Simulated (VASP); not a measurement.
A run of VASP 6.6.1 is set up as follows.

The input INCAR:

```
PREC = Accurate
ENCUT = 600
EDIFF = 1E-6
ISMEAR = 0
SIGMA = 0.1
LREAL = False
LASPH = True
NELM = 150
ALGO = Normal
ISIF = 3
LWAVE = False
LCHARG = False
ISPIN = 2
MAGMOM = 2.25
LORBIT = 11
LMAXMIX = 4
GGA = PS
IBRION = 2
NSW = 100
EDIFFG = -0.01
```

Contents of KPOINTS:

```
regular mesh
0
Gamma
  27 27 24
```

The input POSCAR:

```
Fe
1.0
    2.4517979394      0.0000000000      0.0000000000
   -1.2258989697      2.1233193005      0.0000000000
    0.0000000000      0.0000000000      2.2908986996
Fe
1
Direct
    0.0000000000      0.0000000000      0.0000000000
```

Potentials or basis: VASP PAW PBE potentials, release 64 (Fe).

Run with:

```bash
$ cat potpaw_PBE.64/Fe/POTCAR > POTCAR
$ mpirun -np 1 vasp_std > vasp.out
```

Question: Predict the space group after relaxing (to 0.1 Å).

Answer: P6/mmm (No. 191).

Question: Predict the relaxed volume.

Answer: 11.80 Å³/atom.

Question: What does it give for the site moments?

Answer: Fe +2.19 μB.

Question: What does it give for the net moment?

Answer: 2.21 μB per cell.

The path:
| step | energy change (eV) | largest force (eV/Å) | pressure (GPa) | volume (Å³) |
| --- | --- | --- | --- | --- |
| 1 | 0.0000 | 0.0000 | -1.09 | 11.93 |
| 2 | -0.0061 | 0.0000 | 0.31 | 11.78 |
| 3 | -0.0101 | 0.0000 | -0.44 | 11.84 |
| 4 | -0.0102 | 0.0000 | 0.11 | 11.78 |
| 5 | -0.0102 | 0.0000 | -0.07 | 11.80 |

Caveat: the PAW data sets were made with another functional, which shifts forces and pressure a little.
